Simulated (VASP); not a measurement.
Write the native input for VASP 6.6.1 that does the following.

```yaml
Task: single point
Functional: LDA
Potentials_or_basis: VASP PAW LDA potentials, release 64 (Si, O)
Cutoff: 520 eV
k_mesh: 6 × 6 × 4
Occupations: gaussian, width 0.02 eV
Spin: no spin polarisation
Dipole_correction: no
Further_INCAR_settings: ALGO = Normal; EDIFF = 1e-07; NBANDS = 34
```

The structure of SiO2 lies in POSCAR:

```
SiO2
1.0
    5.1394723645      0.0000000000      0.0000000000
   -2.5697361822      4.4509136297      0.0000000000
    0.0000000000      0.0000000000      5.4585567233
Si O
3 6
Direct
    0.0000000000      0.5000000000      0.3333333333
    0.5000000000      0.5000000000      0.6666666667
    0.5000000000      0.0000000000      0.0000000000
    0.5825682381      0.7912841191      0.8333333333
    0.7912841191      0.5825682381      0.5000000000
    0.7912841191      0.2087158809      0.1666666667
    0.4174317619      0.2087158809      0.8333333333
    0.2087158809      0.4174317619      0.5000000000
    0.2087158809      0.7912841191      0.1666666667
```

This cell differs from its parent crystal: biaxial strain in the a-b plane: +2.0 %.

One way to write it, as run:

INCAR

```
ALGO     = Normal         # electronic algorithm
EDIFF    = 1E-7           # SCF threshold, eV
ENCUT    = 520            # plane-wave cutoff, eV
GGA      = CA             # functional
ISIF     = 2              # what is computed and relaxed
ISMEAR   = 0              # smearing method
LASPH    = True           # aspherical terms in the spheres
LCHARG   = False          # write CHGCAR
LREAL    = False          # projectors in reciprocal space
LWAVE    = False          # write WAVECAR
NBANDS   = 34             # bands
NELM     = 60             # most SCF steps
PREC     = Accurate       # precision mode
SIGMA    = 0.02           # smearing width, eV
```

KPOINTS

```
k-points
0
Gamma
  6 6 4
```

Potentials or basis: VASP PAW LDA potentials, release 64 (Si, O).

Run with:

```sh
$ cat potpaw_LDA.64/Si/POTCAR potpaw_LDA.64/O/POTCAR > POTCAR
$ mpirun -np 1 vasp_std > vasp.out
```

It gave:

```
Pressure               : -4.0 GPa
Largest force          : 0.155 eV/Å
Band gap on the k mesh : 5.36 eV, indirect (least direct gap 5.63 eV)
```

Caveat: the cell differs from its parent crystal (biaxial strain in the a-b plane: +2.0 %).

It took 49 s on 1 thread of Intel(R) Xeon(R) 6975P-C (Granite Rapids), on a shared host, peak memory 0.22 GiB.
